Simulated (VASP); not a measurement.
# W (I4/mmm) in VASP: a series of runs, part 3 of 3

VASP 6.6.1. The steps go on from the part before.

### Step 4. Single point, r2SCAN

This run uses another cell than the first one, of the same volume but with other edges.

Contents of POSCAR:

```
W
1.0
    0.0000000000      2.0872129571      1.9202359205
    2.0872129571      0.0000000000      1.9202359205
    2.0872129571      2.0872129571      0.0000000000
W
1
Direct
    0.0000000000      0.0000000000      0.0000000000
```

Contents of INCAR.step1:

```
PREC = Accurate
ENCUT = 520
ISMEAR = 0
SIGMA = 0.15
LREAL = False
LASPH = True
NELM = 60
NBANDS = 13
GGA = PE
ALGO = Normal
EDIFF = 1E-4
LWAVE = True
LCHARG = False
```

Contents of INCAR.step2:

```
PREC = Accurate
ENCUT = 520
EDIFF = 1E-6
ISMEAR = 0
SIGMA = 0.15
LREAL = False
LASPH = True
NELM = 60
ALGO = Normal
ISIF = 2
LWAVE = False
LCHARG = False
METAGGA = R2SCAN
LMIXTAU = True
NBANDS = 13
ISTART = 1
```

Contents of KPOINTS:

```
regular mesh
0
Gamma
  22 22 22
```

Potentials or basis: VASP PAW PBE potentials, release 64 (W_sv).

Started as:

```bash
$ cat potpaw_PBE.64/W_sv/POTCAR > POTCAR
$ cp INCAR.step1 INCAR
$ mpirun -np 1 vasp_std > vasp.out
$ cp INCAR.step2 INCAR
$ mpirun -np 1 vasp_std > vasp.out
```

OUTCAR:

```text
PREC = Accurate
   ENCUT = 520
   EDIFF = 1E-6
   ISMEAR = 0
   LREAL = False
   LASPH = True
   NELM = 60
   ISIF = 2
   METAGGA = R2SCAN
   ISTART = 1

 ion  position               nearest neighbor table
   1  0.000  0.000  0.000-

  LATTYP: Found a body centered tetragonal cell.
 ALAT       =     2.9517648715
 C/A-ratio  =     1.3010764774

  Lattice vectors:

 A1 = (   0.0000000000,  -2.0872129571,  -1.9202359205)
 A2 = (   0.0000000000,   2.0872129571,  -1.9202359205)
 A3 = (   2.0872129571,   0.0000000000,   1.9202359205)

Analysis of symmetry for initial positions (statically):
=====================================================================
 Subroutine PRICEL returns:
 Original cell was already a primitive cell.

 Routine SETGRP: Setting up the symmetry group for a
 body centered tetragonal supercell.

 Subroutine GETGRP returns: Found 16 space group operations
 (whereof 16 operations were pure point group operations)
 out of a pool of 16 trial point group operations.

The static configuration has the point symmetry D_4h.

Analysis of symmetry for dynamics (positions and initial velocities):
=====================================================================
 Subroutine PRICEL returns:
 Original cell was already a primitive cell.

 Routine SETGRP: Setting up the symmetry group for a
 body centered tetragonal supercell.

 Subroutine GETGRP returns: Found 16 space group operations
 (whereof 16 operations were pure point group operations)
 out of a pool of 16 trial point group operations.

The dynamic configuration has the point symmetry D_4h.

 Subroutine INISYM returns: Found 16 space group operations
 (whereof 16 operations are pure point group operations),
 and found     1 'primitive' translations

----------------------------------------------------------------------------------------

                                     Primitive cell

  volume of cell :      16.7309

  direct lattice vectors                    reciprocal lattice vectors
     0.000000000  2.087212957  1.920235920    -0.239553898  0.239553898  0.260384672
     2.087212957  0.000000000  1.920235920     0.239553898 -0.239553898  0.260384672
     2.087212957  2.087212957  0.000000000     0.239553898  0.239553898 -0.260384672

  length of vectors
     2.836153014  2.836153014  2.951764871     0.427284820  0.427284820  0.427284820

  position of ions in fractional coordinates (direct lattice)
     0.000000000  0.000000000  0.000000000

  ion indices of the primitive-cell ions
   primitive index   ion index
                 1           1

----------------------------------------------------------------------------------------

 KPOINTS: regular mesh

Automatic generation of k-mesh.
 Grid dimensions read from file:
 generate k-points for:   22   22   22

 Generating k-lattice:

  Cartesian coordinates                     Fractional coordinates (reciprocal lattice)
    -0.010888814  0.010888814  0.011835667     0.045454545 -0.000000000  0.000000000
     0.010888814 -0.010888814  0.011835667    -0.000000000  0.045454545  0.000000000
     0.010888814  0.010888814 -0.011835667     0.000000000  0.000000000  0.045454545

  Length of vectors
     0.019422037  0.019422037  0.019422037

  Shift w.r.t. Gamma in fractional coordinates (k-lattice)
     0.000000000  0.000000000  0.000000000

 Subroutine IBZKPT returns following result:
 ===========================================

 Found    834 irreducible k-points:

 Following reciprocal coordinates:
            Coordinates               Weight
  0.000000  0.000000  0.000000      1.000000
  0.045455  0.000000  0.000000      8.000000
  0.090909  0.000000  0.000000      8.000000
  0.136364  0.000000  0.000000      8.000000
  0.181818  0.000000  0.000000      8.000000
  0.227273  0.000000  0.000000      8.000000
[... 16 lines left out ...]
  0.500000  0.045455  0.000000      8.000000
 -0.454545  0.045455  0.000000      8.000000
 [... further k-points ...]
   k-points           NKPTS =    834   k-points in BZ     NKDIM =    834   number of bands    NBANDS=     13
   number of dos      NEDOS =    301   number of ions     NIONS =      1
   total plane-waves  NPLWV =  13824
   dimension x,y,z NGX =    24 NGY =   24 NGZ =   24
   dimension x,y,z NGXF=    48 NGYF=   48 NGZF=   48
   ions per type =               1
   NGX,Y,Z   is equivalent  to a cutoff of  14.07, 14.07, 13.52 a.u.
   NGXF,Y,Z  is equivalent  to a cutoff of  28.14, 28.14, 27.03 a.u.
 SYSTEM =  unknown system
   PREC   = accura    normal or accurate (medium, high low for compatibility)
   ISTART =      1    job   : 0-new  1-cont  2-samecut
   ICHARG =      0    charge: 1-file 2-atom 10-const
   ISPIN  =      1    spin polarized calculation?
   LNONCOLLINEAR =      F non collinear calculations
   LSORBIT =      F    spin-orbit coupling
   LASPH  =      T    aspherical Exc in radial PAW
   ENCUT  =  520.0 eV  38.22 Ry    6.18 a.u.   5.27  5.27  5.49*2*pi/ulx,y,z
   NELM   =     60;   NELMIN=  2; NELMDL=  0     # of ELM steps
   EDIFF  = 0.1E-05   stopping-criterion for ELM
   LREAL  =      F    real-space projection
   EDIFFG = 0.1E-04   stopping-criterion for IOM
   NSW    =      0    number of steps for IOM
   IBRION =     -1    ionic relax: 0-MD 1-quasi-New 2-CG
   NFREE  =      0    steps in history (QN), initial steepest desc. (CG)
   ISIF   =      2    stress and relaxation
   ISYM   =      2    0-nonsym 1-usesym 2-fastsym
   POTIM  = 0.5000    time-step for ionic-motion
   TEBEG  =    0.0;   TEEND  =   0.0 temperature during run
   PSTRESS=    0.0 pullay stress
   NELECT =      14.0000    total number of electrons
   NUPDOWN=      -1.0000    fix difference up-down
   EMIN   =  10.00;   EMAX   =-10.00  energy-range for DOS
   EFERMI =   0.00;   METHOD = LEGACY
   ISMEAR =     0;   SIGMA  =   0.15  broadening in eV -4-tet -1-fermi 0-gaus
   EFERMI_NEDOS =   21; number of points for ismear=-14 and -15
   IALGO  =     38    algorithm
   IMIX   =      4    mixing-type and parameters
     AMIX     =   0.40;   BMIX     =  1.00
     AMIX_MAG =   1.60;   BMIX_MAG =  1.00
  volume/ion in A,a.u.               =      16.73       112.91
  Fermi-wavevector in a.u.,A,eV,Ry     =   1.542688  2.915258 32.380324  2.379887
  Thomas-Fermi vector in A             =   2.648457
   LORBIT       =      0    0 simple, 1 ext, 2 COOP (PROOUT), +10 PAW based schemes
   METAGGA = R2SCAN    functional components
   LHFCALC =     F    Hartree Fock is set to
   AEXX    =    0.0000 exact exchange contribution
   IVDW    =     0    specifies the selected vdW correction
   LEPSILON=     F    determine dielectric tensor
   LRPA    =     F    only Hartree local field effects (RPA)
 non-spin polarized calculation
 Gauss-broadening in eV      SIGMA  =   0.15
  energy-cutoff  :      520.00
  volume of cell :       16.73
 maximum number of plane-waves:       471
 NGX is ok and might be reduce to    24

 number of electron      14.0000002 magnetization

 Free energy of the ion-electron system (eV)
  ---------------------------------------------------
  ext. energy  EPLUGINS =         0.00000000
  ---------------------------------------------------
  free energy    TOTEN  =       -50.88076149 eV

  energy without entropy =      -50.87119039  energy(sigma->0) =      -50.87597594

 E-fermi :  10.2773     XC(G=0): -14.6070

 val. band max:       10.2665711537   @ k =   0.4091   0.0000   0.0000
 cond. band min:      10.2773879919   @ k =   0.3636   0.2727   0.0000
 fundamental gap:      0.0108168381
 Fermi energy:        10.2772797253

 k-point     1 :       0.0000    0.0000    0.0000
  band No.  band energies     occupation
      1     -65.6026      2.00000
      2     -28.5690      2.00000
      3     -28.5690      2.00000
      4     -28.5326      2.00000
      5       0.7018      2.00000
      6       9.1637      2.00000
      7       9.1637      2.00000
      8      10.3775      0.34482
      9      11.9204      0.00000
     10      13.5218      0.00000
     11      23.5368      0.00000
     12      28.0287      0.00000
     13      28.0287      0.00000
[... 353 lines left out ...]
 k-point    24 :      -0.4545    0.0455    0.0000
  band No.  band energies     occupation
      1     -65.4912      2.00000
      2     -29.6860      2.00000
      3     -28.7880      2.00000
      4     -28.6536      2.00000
      5       4.3674      2.00000
      6       8.7700      2.00000
      7       9.7537      2.00000
      8      10.5049      0.03187
      9      15.0229      0.00000
     10      15.3143      0.00000
     11      20.7406      0.00000
     12      23.3076      0.00000
     13      29.2938      0.00000

 [... further k-points ...]

------------------------ aborting loop because EDIFF is reached ----------------------------------------

  FORCE on cell =-STRESS in cart. coord.  units (eV):
  Direction    XX          YY          ZZ          XY          YZ          ZX
  --------------------------------------------------------------------------------------
  -------------------------------------------------------------------------------------
  Total        0.0773132      0.0773132     -2.7261034      0.0000000      0.0000000     -0.0000000
  in kB        7.4036525      7.4036525   -261.0566764      0.0000000      0.0000000     -0.0000000
  external PRESSURE =     -82.0831238 kB  Pullay stress =       0.0000000 kB

 VOLUME and BASIS-vectors are now :
 -----------------------------------------------------------------------------
  energy-cutoff  :      520.00
  volume of cell :       16.73
      direct lattice vectors                 reciprocal lattice vectors
     0.000000000  2.087212957  1.920235920    -0.239553898  0.239553898  0.260384672
     2.087212957  0.000000000  1.920235920     0.239553898 -0.239553898  0.260384672
     2.087212957  2.087212957  0.000000000     0.239553898  0.239553898 -0.260384672

 POSITION                                       TOTAL-FORCE (eV/Angst)
 -----------------------------------------------------------------------------------
      0.00000      0.00000      0.00000        -0.000000      0.000000      0.000000
 -----------------------------------------------------------------------------------
    total drift:                               -0.000000     -0.000000     -0.000000

  FREE ENERGIE OF THE ION-ELECTRON SYSTEM (eV)
  ---------------------------------------------------
  free  energy   TOTEN  =       -50.8807614924 eV

  energy  without entropy=      -50.8711903878  energy(sigma->0) =      -50.87597594
```

OUTCAR.step1:

```text
PREC = Accurate
   ENCUT = 520
   ISMEAR = 0
   LREAL = False
   LASPH = True
   NELM = 60
[... 600 lines left out ...]

 POSITION                                       TOTAL-FORCE (eV/Angst)
 -----------------------------------------------------------------------------------
      0.00000      0.00000      0.00000        -0.000000      0.000000      0.000000
 -----------------------------------------------------------------------------------
    total drift:                                0.000000      0.000000     -0.000000

  FREE ENERGIE OF THE ION-ELECTRON SYSTEM (eV)
  ---------------------------------------------------
  free  energy   TOTEN  =       -12.5456814188 eV

  energy  without entropy=      -12.5347490892  energy(sigma->0) =      -12.54021525
```

It took 5.2 min on 1 thread of Intel Xeon 8259CL, shared host; peak memory 0.29 GiB.

What came out:

| Item | Value |
| --- | --- |
| Free energy | -50.8808 eV |
| Pressure | -8.2 GPa |
| Band gap on the k mesh | zero (bands 7 and 8 overlap by 4.55 eV) |

Stress tensor (GPa, compression positive):
```
  0.74   0.00   0.00
  0.00   0.74   0.00
  0.00   0.00 -26.11
```

Caveat: the stress differs along the axes, from -26 to 1 GPa; the PAW data sets were made with another functional, which shifts forces and pressure a little; spin-orbit coupling is left out, which moves the levels of the heavy elements.

### Step 5. Single point, r2SCAN

This run uses another cell than the first one, of the same volume but with other edges.

Contents of POSCAR:

```
W
1.0
    0.0000000000      1.9665204915      2.1631725406
    1.9665204915      0.0000000000      2.1631725406
    1.9665204915      1.9665204915      0.0000000000
W
1
Direct
    0.0000000000      0.0000000000      0.0000000000
```

INCAR.step1 is that of step 4.

INCAR.step2: that of step 4 with these lines changed.

```diff
@@ -2,3 +2,3 @@
 ENCUT = 520
-EDIFF = 1E-6
+EDIFF = 1E-7
 ISMEAR = 0
```

Contents of KPOINTS:

```
Automatic mesh
0
Gamma
  22 22 22
```

Started as:

```bash
$ cat potpaw_PBE.64/W_sv/POTCAR > POTCAR
$ cp INCAR.step1 INCAR
$ mpirun -np 1 vasp_std > vasp.out
$ cp INCAR.step2 INCAR
$ mpirun -np 1 vasp_std > vasp.out
```

Run time: 6.3 min. Hardware: 1 thread of Intel Xeon 8259CL, shared host; peak memory 0.29 GiB.

Results (log left out):

```
Free energy            : -50.8709 eV
Pressure               : -7.9 GPa
Band gap on the k mesh : zero (bands 7 and 8 overlap by 3.87 eV)
```

Stress tensor (GPa, compression positive):
```
-13.13   0.00   0.00
  0.00 -13.13   0.00
  0.00   0.00   2.62
```

Levels at points of the mesh, in eV from the Fermi level:
```csv
k point,band 4,band 5,band 6,band 7,band 8,band 9,band 10,band 11
"(0.00, 0.00, 0.00)",-38.83,-9.60,-1.73,-0.22,-0.22,1.35,3.48,13.26
"(0.50, 0.00, 0.00)",-38.90,-6.01,-1.68,-0.15,0.20,4.57,5.15,10.41
"(0.50, 0.50, 0.00)",-39.12,-5.93,-4.83,1.43,5.16,5.49,5.49,11.62
"(0.50, 0.00, 0.50)",-39.26,-5.75,-4.85,3.35,4.63,4.76,6.28,10.76
```

Caveat: the stress differs along the axes, from -13 to 3 GPa; the PAW data sets were made with another functional, which shifts forces and pressure a little; spin-orbit coupling is left out, which moves the levels of the heavy elements.

### Step 6. The runs side by side

```tsv
cell	gap on the mesh (eV)	pressure (GPa)
a = 2.797, b = 2.797, c = 3.119 Å, angles 56.1, 56.1, 67.8°, 1 atom	none	-12.3
a = 3.051, b = 3.051, c = 2.630 Å, angles 64.5, 64.5, 51.1°, 1 atom	none	-4.8
a = 2.836, b = 2.836, c = 2.952 Å, angles 58.6, 58.6, 62.7°, 1 atom	none	-8.2
a = 2.923, b = 2.923, c = 2.781 Å, angles 61.6, 61.6, 56.8°, 1 atom	none	-7.9
```

Alike in all rows: task single point; level r2SCAN; potentials or basis VASP PAW PBE potentials, release 64 (W_sv); no spin polarisation; k mesh 22 × 22 × 22; cutoff (eV) 520; smearing gaussian 0.15 eV.

Caveats: the PAW data sets were made with another functional, which shifts forces and pressure a little; spin-orbit coupling is left out, which moves the levels of the heavy elements; the stress differs along the axes, from -29 to -4 GPa (at least some runs); the stress differs along the axes, from -19 to 2 GPa (at least some runs); the stress differs along the axes, from -26 to 1 GPa (at least some runs); the stress differs along the axes, from -13 to 3 GPa (at least some runs).

Absolute energies hang on the potentials; compare differences alone.
